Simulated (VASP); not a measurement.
Input of a VASP 6.6.1 run:

File INCAR:

```
  PREC = Accurate
  ENCUT = 520
  EDIFF = 1E-6
  ISMEAR = 0
  SIGMA = 0.15
  LREAL = False
  LASPH = True
  NELM = 80
  ALGO = Normal
  ISIF = 2
  LWAVE = False
  LCHARG = False
  GGA = PS
  NBANDS = 18
```

Contents of KPOINTS:

```
Automatic mesh
0
Gamma
  14 14 14
```

File POSCAR:

```
Si2Mo
1.0
   -1.5950350863      1.5950350863      3.9106920024
    1.5950350863     -1.5950350863      3.9106920024
    1.5950350863      1.5950350863     -3.9106920024
Si Mo
2 1
Direct
    0.3331218808      0.3129316905     -0.0348022193
    0.6659092273      0.6760043225      0.0174011096
    0.0009688919      0.0110639871      0.0174011096
```

Potentials or basis: VASP PAW PBE potentials, release 64 (Si, Mo_sv).

Command:

```bash
$ cat potpaw_PBE.64/Si/POTCAR potpaw_PBE.64/Mo_sv/POTCAR > POTCAR
$ mpirun -np 1 vasp_std > vasp.out
```

Question: What does it give for the largest force?

Answer: 1.516 eV/Å.

Question: What does it give for the pressure?

Answer: 2.3 GPa.

Stress tensor (GPa, compression positive):
```
 1.71  0.71 -1.58
 0.71  2.55 -0.46
-1.58 -0.46  2.59
```

Caveat: the cell differs from its parent crystal (atom 1 moved 0.15 Å); the PAW data sets were made with another functional, which shifts forces and pressure a little.
